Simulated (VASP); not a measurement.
Cu3Pd, 4 atoms in the cell. It takes space group R-3m (No. 166, trigonal). The conventional cell has a = 5.316 Å, b = 5.316 Å, c = 6.318 Å, α = 90.00°, β = 90.00°, γ = 120.00°. Within 3.4 Å of Cu (site symmetry 2/m) lie 8 Cu at 2.61 to 2.66 Å and 4 Pd at 2.61 to 2.66 Å. Pd (site symmetry -3m) has 12 Cu at 2.61 to 2.66 Å within 3.4 Å.  This cell differs from its parent crystal: equal xy, yz and zx shear strains of -2 %.

- Program: VASP 6.6.1
- Task: electric field gradients
- Functional: PBEsol
- Potentials or basis: VASP PAW PBE potentials, release 64 (Cu, Pd)
- Cutoff: 520 eV
- k mesh: 9 × 9 × 9
- Occupations: fermi-dirac, width 0.05 eV
- Spin: no spin polarisation
- Dipole correction: no
- Further INCAR settings: ALGO = Normal; EDIFF = 1e-08; NBANDS = 30

Potentials or basis: VASP PAW PBE potentials, release 64 (Cu, Pd).

Command:

```console
$ cat potpaw_PBE.64/Cu/POTCAR potpaw_PBE.64/Pd/POTCAR > POTCAR
$ mpirun -np 1 vasp_std > vasp.out
```

Hardware: 1 thread of Intel(R) Xeon(R) Platinum 8488C (Sapphire Rapids) (shared host).

Q: Estimate the wall time of this run.

A: It took 100 s on 1 thread of Intel(R) Xeon(R) Platinum 8488C (Sapphire Rapids), with other jobs on the host, peak memory 0.24 GiB. Counts: scf iterations 19, k points 85.
